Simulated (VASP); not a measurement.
# GaP (F-43m) in VASP: single point with PBE

Aim: the single point of GaP with PBE.

Everything below comes from runs of VASP 6.6.1. Logs are shortened: lines on timing, memory, paths and dates and some standing lists are left out, and cuts for length are marked.

### 1 The cell of the first run

It takes space group F-43m (No. 216, cubic). Conventional cell: a = 5.451 Å, b = 5.451 Å, c = 5.451 Å, α = 90.00°, β = 90.00°, γ = 90.00°. Ga (site symmetry -43m) has 4 P at 2.36 Å within 3.1 Å. P (site symmetry -43m) has 4 Ga at 2.36 Å within 3.1 Å.

### 2 Single point, PBE

Input file INCAR:

```
SYSTEM = GaP
PREC = Accurate ; ENCUT = 500
EDIFF = 1E-6 ; ISMEAR = 0
SIGMA = 0.01 ; LREAL = .FALSE.
LASPH = .TRUE. ; NELM = 120
ALGO = Normal ; ISIF = 2
LWAVE = .FALSE. ; LCHARG = .FALSE.
GGA = PE ; NBANDS = 16
GGA_COMPAT = .FALSE.
```

Input file KPOINTS:

```
regular mesh
0
G
  3 3 3
  0 0 0
```

Input file POSCAR:

```
GaP
1.0
    0.0000000000      2.7252500000      2.7252500000
    2.7252500000      0.0000000000      2.7252500000
    2.7252500000      2.7252500000      0.0000000000
Ga P
1 1
Direct
    0.0000000000      0.0000000000      0.0000000000
    0.2500000000      0.2500000000      0.2500000000
```

Potentials or basis: VASP PAW PBE potentials, release 64 (Ga_d, P).

Run with:

```sh
$ cat potpaw_PBE.64/Ga_d/POTCAR potpaw_PBE.64/P/POTCAR > POTCAR
$ mpirun -np 1 vasp_std > vasp.out
```

OUTCAR:

```text
SYSTEM = GaP
   PREC = Accurate
   ENCUT = 500
   EDIFF = 1E-6
   ISMEAR = 0
   LREAL = .FALSE.
   LASPH = .TRUE.
   NELM = 120
   ISIF = 2
   GGA = PE

 ion  position               nearest neighbor table
   1  0.000  0.000  0.000-   2 2.36   2 2.36   2 2.36   2 2.36
   2  0.250  0.250  0.250-   1 2.36   1 2.36   1 2.36   1 2.36

  LATTYP: Found a face centered cubic cell.
 ALAT       =     5.4505000000

  Lattice vectors:

 A1 = (   0.0000000000,   2.7252500000,   2.7252500000)
 A2 = (   2.7252500000,   0.0000000000,   2.7252500000)
 A3 = (   2.7252500000,   2.7252500000,   0.0000000000)

Analysis of symmetry for initial positions (statically):
=====================================================================
 Subroutine PRICEL returns:
 Original cell was already a primitive cell.

 Routine SETGRP: Setting up the symmetry group for a
 face centered cubic supercell.

 Subroutine GETGRP returns: Found 24 space group operations
 (whereof 24 operations were pure point group operations)
 out of a pool of 48 trial point group operations.

The static configuration has the point symmetry T_d .

Analysis of symmetry for dynamics (positions and initial velocities):
=====================================================================
 Subroutine PRICEL returns:
 Original cell was already a primitive cell.

 Routine SETGRP: Setting up the symmetry group for a
 face centered cubic supercell.

 Subroutine GETGRP returns: Found 24 space group operations
 (whereof 24 operations were pure point group operations)
 out of a pool of 48 trial point group operations.

The dynamic configuration has the point symmetry T_d .

 Subroutine INISYM returns: Found 24 space group operations
 (whereof 24 operations are pure point group operations),
 and found     1 'primitive' translations

----------------------------------------------------------------------------------------

                                     Primitive cell

  volume of cell :      40.4808

  direct lattice vectors                    reciprocal lattice vectors
     0.000000000  2.725250000  2.725250000    -0.183469406  0.183469406  0.183469406
     2.725250000  0.000000000  2.725250000     0.183469406 -0.183469406  0.183469406
     2.725250000  2.725250000  0.000000000     0.183469406  0.183469406 -0.183469406

  length of vectors
     3.854085511  3.854085511  3.854085511     0.317778334  0.317778334  0.317778334

  position of ions in fractional coordinates (direct lattice)
     0.000000000  0.000000000  0.000000000
     0.250000000  0.250000000  0.250000000

  ion indices of the primitive-cell ions
   primitive index   ion index
                 1           1
                 2           2

----------------------------------------------------------------------------------------

 KPOINTS: regular mesh

Automatic generation of k-mesh.
 Grid dimensions read from file:
 generate k-points for:    3    3    3

 Generating k-lattice:

  Cartesian coordinates                     Fractional coordinates (reciprocal lattice)
    -0.061156469  0.061156469  0.061156469     0.333333333  0.000000000  0.000000000
     0.061156469 -0.061156469  0.061156469     0.000000000  0.333333333  0.000000000
     0.061156469  0.061156469 -0.061156469     0.000000000  0.000000000  0.333333333

  Length of vectors
     0.105926111  0.105926111  0.105926111

  Shift w.r.t. Gamma in fractional coordinates (k-lattice)
     0.000000000  0.000000000  0.000000000

 Subroutine IBZKPT returns following result:
 ===========================================

 Found      4 irreducible k-points:

 Following reciprocal coordinates:
            Coordinates               Weight
  0.000000  0.000000  0.000000      1.000000
  0.333333  0.000000  0.000000      8.000000
  0.333333  0.333333  0.000000      6.000000
 -0.333333  0.333333  0.000000     12.000000
   k-points           NKPTS =      4   k-points in BZ     NKDIM =      4   number of bands    NBANDS=     16
   number of dos      NEDOS =    301   number of ions     NIONS =      2
   total plane-waves  NPLWV =  21952
   dimension x,y,z NGX =    28 NGY =   28 NGZ =   28
   dimension x,y,z NGXF=    56 NGYF=   56 NGZF=   56
   ions per type =               1   1
   NGX,Y,Z   is equivalent  to a cutoff of  12.08, 12.08, 12.08 a.u.
   NGXF,Y,Z  is equivalent  to a cutoff of  24.16, 24.16, 24.16 a.u.
 SYSTEM =  GaP
   PREC   = accura    normal or accurate (medium, high low for compatibility)
   ISTART =      0    job   : 0-new  1-cont  2-samecut
   ICHARG =      2    charge: 1-file 2-atom 10-const
   ISPIN  =      1    spin polarized calculation?
   LNONCOLLINEAR =      F non collinear calculations
   LSORBIT =      F    spin-orbit coupling
   LASPH  =      T    aspherical Exc in radial PAW
   ENCUT  =  500.0 eV  36.75 Ry    6.06 a.u.   7.03  7.03  7.03*2*pi/ulx,y,z
   NELM   =    120;   NELMIN=  2; NELMDL= -5     # of ELM steps
   EDIFF  = 0.1E-05   stopping-criterion for ELM
   LREAL  =      F    real-space projection
   EDIFFG = 0.1E-04   stopping-criterion for IOM
   NSW    =      0    number of steps for IOM
   IBRION =     -1    ionic relax: 0-MD 1-quasi-New 2-CG
   NFREE  =      0    steps in history (QN), initial steepest desc. (CG)
   ISIF   =      2    stress and relaxation
   ISYM   =      2    0-nonsym 1-usesym 2-fastsym
   POTIM  = 0.5000    time-step for ionic-motion
   TEBEG  =    0.0;   TEEND  =   0.0 temperature during run
   PSTRESS=    0.0 pullay stress
   NELECT =      18.0000    total number of electrons
   NUPDOWN=      -1.0000    fix difference up-down
   EMIN   =  10.00;   EMAX   =-10.00  energy-range for DOS
   EFERMI =   0.00;   METHOD = LEGACY
   ISMEAR =     0;   SIGMA  =   0.01  broadening in eV -4-tet -1-fermi 0-gaus
   EFERMI_NEDOS =   21; number of points for ismear=-14 and -15
   IALGO  =     38    algorithm
   IMIX   =      4    mixing-type and parameters
     AMIX     =   0.40;   BMIX     =  1.00
     AMIX_MAG =   1.60;   BMIX_MAG =  1.00
  volume/ion in A,a.u.               =      20.24       136.59
  Fermi-wavevector in a.u.,A,eV,Ry     =   1.249538  2.361284 21.243377  1.561344
  Thomas-Fermi vector in A             =   2.383574
   LORBIT       =      0    0 simple, 1 ext, 2 COOP (PROOUT), +10 PAW based schemes
   GGA     = PE    functional components
   LHFCALC =     F    Hartree Fock is set to
   AEXX    =    0.0000 exact exchange contribution
   IVDW    =     0    specifies the selected vdW correction
   LEPSILON=     F    determine dielectric tensor
   LRPA    =     F    only Hartree local field effects (RPA)
 non-spin polarized calculation
 Gauss-broadening in eV      SIGMA  =   0.01
  energy-cutoff  :      500.00
  volume of cell :       40.48
 maximum number of plane-waves:      1031
   NGX = 13   NGY = 13   NGZ = 13

 number of electron      18.0000016 magnetization

 Free energy of the ion-electron system (eV)
  ---------------------------------------------------
  ext. energy  EPLUGINS =         0.00000000
  ---------------------------------------------------
  free energy    TOTEN  =        -8.61484261 eV

  energy without entropy =       -8.61484261  energy(sigma->0) =       -8.61484261

 E-fermi :   4.8246     XC(G=0):  -9.7704

 val. band max:        4.7772726360   @ k =   0.0000   0.0000   0.0000
 cond. band min:       6.4723581462   @ k =   0.3333   0.3333   0.0000
 fundamental gap:      1.6950855103
 Fermi energy:         4.8245952596

 k-point     1 :       0.0000    0.0000    0.0000
  band No.  band energies     occupation
      1      -9.8977      2.00000
      2      -9.8977      2.00000
      3      -9.8977      2.00000
      4      -9.8017      2.00000
      5      -9.8017      2.00000
      6      -7.7367      2.00000
      7       4.7773      2.00000
      8       4.7773      2.00000
      9       4.7773      2.00000
     10       6.5801      0.00000
     11       8.5845      0.00000
     12       8.5845      0.00000
     13       8.5845      0.00000
     14      13.5522      0.00000
     15      14.4993      0.00000
     16      14.4993      0.00000

 k-point     2 :       0.3333    0.0000    0.0000
  band No.  band energies     occupation
      1      -9.9569      2.00000
      2      -9.8777      2.00000
      3      -9.8777      2.00000
      4      -9.7979      2.00000
      5      -9.7979      2.00000
      6      -6.4290      2.00000
      7      -0.4708      2.00000
      8       3.8562      2.00000
      9       3.8562      2.00000
     10       6.6278      0.00000
     11       9.5195      0.00000
     12       9.5195      0.00000
     13      12.3689      0.00000
     14      14.3640      0.00000
     15      14.3640      0.00000
     16      14.4396      0.00000

 k-point     3 :       0.3333    0.3333    0.0000
  band No.  band energies     occupation
      1      -9.9869      2.00000
      2      -9.8500      2.00000
      3      -9.8500      2.00000
      4      -9.8270      2.00000
      5      -9.7855      2.00000
      6      -5.9630      2.00000
      7      -0.2928      2.00000
      8       2.5239      2.00000
      9       2.5239      2.00000
     10       6.4724      0.00000
     11       7.6379      0.00000
     12      12.9383      0.00000
     13      12.9383      0.00000
     14      13.8771      0.00000
     15      16.1243      0.00000
     16      19.1784      0.00000

 k-point     4 :      -0.3333    0.3333    0.0000
  band No.  band energies     occupation
      1      -9.9857      2.00000
      2      -9.8601      2.00000
      3      -9.8486      2.00000
      4      -9.8122      2.00000
      5      -9.7947      2.00000
      6      -4.9844      2.00000
      7      -1.6215      2.00000
      8       0.6928      2.00000
      9       2.8046      2.00000
     10       7.2265      0.00000
     11      10.7158      0.00000
     12      12.0668      0.00000
     13      12.4710      0.00000
     14      13.3446      0.00000
     15      14.3086      0.00000
     16      19.7999      0.00000

------------------------ aborting loop because EDIFF is reached ----------------------------------------

  FORCE on cell =-STRESS in cart. coord.  units (eV):
  Direction    XX          YY          ZZ          XY          YZ          ZX
  --------------------------------------------------------------------------------------
  -------------------------------------------------------------------------------------
  Total        1.0024445      1.0024445      1.0024445     -0.0000000      0.0000000      0.0000000
  in kB       39.6754536     39.6754536     39.6754536     -0.0000000      0.0000000      0.0000000
  external PRESSURE =      39.6754536 kB  Pullay stress =       0.0000000 kB

 VOLUME and BASIS-vectors are now :
 -----------------------------------------------------------------------------
  energy-cutoff  :      500.00
  volume of cell :       40.48
      direct lattice vectors                 reciprocal lattice vectors
     0.000000000  2.725250000  2.725250000    -0.183469406  0.183469406  0.183469406
     2.725250000  0.000000000  2.725250000     0.183469406 -0.183469406  0.183469406
     2.725250000  2.725250000  0.000000000     0.183469406  0.183469406 -0.183469406

 POSITION                                       TOTAL-FORCE (eV/Angst)
 -----------------------------------------------------------------------------------
      0.00000      0.00000      0.00000         0.000000      0.000000      0.000000
      1.36262      1.36262      1.36262        -0.000000     -0.000000     -0.000000
 -----------------------------------------------------------------------------------
    total drift:                                0.000001      0.000001      0.000001

  FREE ENERGIE OF THE ION-ELECTRON SYSTEM (eV)
  ---------------------------------------------------
  free  energy   TOTEN  =        -8.6148426082 eV

  energy  without entropy=       -8.6148426082  energy(sigma->0) =       -8.61484261
```

Run time: 9.7 s. Hardware: 1 thread of AMD EPYC 7R13, shared host; peak memory 0.12 GiB.

What came out:

- Free energy: -8.6148 eV
- Pressure: 4.0 GPa
- Band gap on the k mesh: 1.70 eV, indirect (least direct gap 1.80 eV)

Caveat: the k points lie up to 0.67 Å⁻¹ apart. A k mesh can miss the band edges.
